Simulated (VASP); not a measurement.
AlOs, 2 atoms in the cell. It takes space group Pm-3m (No. 221, cubic). The conventional cell has a = 2.955 Å, b = 2.955 Å, c = 2.955 Å, α = 90.00°, β = 90.00°, γ = 90.00°. Al (site symmetry m-3m) has 8 Os at 2.56 Å and 6 Al at 2.95 Å within 3.4 Å. Within 3.4 Å of Os (site symmetry m-3m) lie 8 Al at 2.56 Å and 6 Os at 2.95 Å. 

* Program: VASP 6.6.1
* Task: single point
* Functional: LDA
* Potentials or basis: VASP PAW LDA potentials, release 64 (Al, Os)
* Cutoff: 600 eV
* k mesh: 10 × 10 × 10
* Occupations: methfessel-paxton, width 0.15 eV
* Spin: no spin polarisation
* Dipole correction: no
* Further INCAR settings: ALGO = Normal; EDIFF = 1e-06; NBANDS = 12

Potentials or basis: VASP PAW LDA potentials, release 64 (Al, Os).

Launch:

```console
$ cat potpaw_LDA.64/Al/POTCAR potpaw_LDA.64/Os/POTCAR > POTCAR
$ mpirun -np 1 vasp_std > vasp.out
```

Hardware: 1 thread of Intel(R) Xeon(R) Platinum 8259CL CPU @ 2.50GHz (Skylake/Cascade Lake), with other jobs on the host.

**Question.** How long does it take, and how much memory?

**Answer.** Run time: 14 s on 1 thread of Intel(R) Xeon(R) Platinum 8259CL CPU @ 2.50GHz (Skylake/Cascade Lake), on a shared host, peak memory 0.14 GiB. Counts: scf iterations 11, k points 56.
